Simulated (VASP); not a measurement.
Here is a VASP 6.6.1 calculation.

Contents of INCAR:

```
SYSTEM = WC
PREC = Accurate ; ENCUT = 1300
EDIFF = 1E-6 ; ISMEAR = -1
SIGMA = 0.1 ; LREAL = .FALSE.
LASPH = .TRUE. ; NELM = 120
ALGO = Normal ; ISIF = 2
LWAVE = .FALSE. ; LCHARG = .FALSE.
GGA = PE ; NBANDS = 16
GGA_COMPAT = .FALSE.
```

Contents of KPOINTS:

```
Automatic mesh
0
G
  8 8 7
  0 0 0
```

Contents of POSCAR:

```
WC
1.0
    2.8224284279      0.0002804659      0.0399263229
   -1.4109738146      2.5943695920     -0.0576056907
    0.0389647256     -0.0424204660      2.9592757495
W C
1 1
Direct
    0.0075700000      0.0135300000      0.0003800000
    0.6785300000      0.3358700000      0.4501900000
```

Potentials or basis: VASP PAW PBE potentials, release 64 (W_sv, C_h).

The run is started by

```bash
$ cat potpaw_PBE.64/W_sv/POTCAR potpaw_PBE.64/C_h/POTCAR > POTCAR
$ mpirun -np 1 vasp_std > vasp.out
```

Question: Predict the pressure.

Answer: -4.1 GPa.

Question: Estimate the band gap on the k mesh.

Answer: Zero (bands 9 and 10 overlap by 0.48 eV).

Forces on the atoms (eV/Å):
```
W    0.735 -0.795 -1.729
C   -0.735  0.795  1.729
```

Caveat: the stress differs along the axes, from -22 to 22 GPa; spin-orbit coupling is left out, which moves the levels of the heavy elements; forces of over 1 eV/Å act on the atoms, so gaps and moduli don't describe the material at rest.
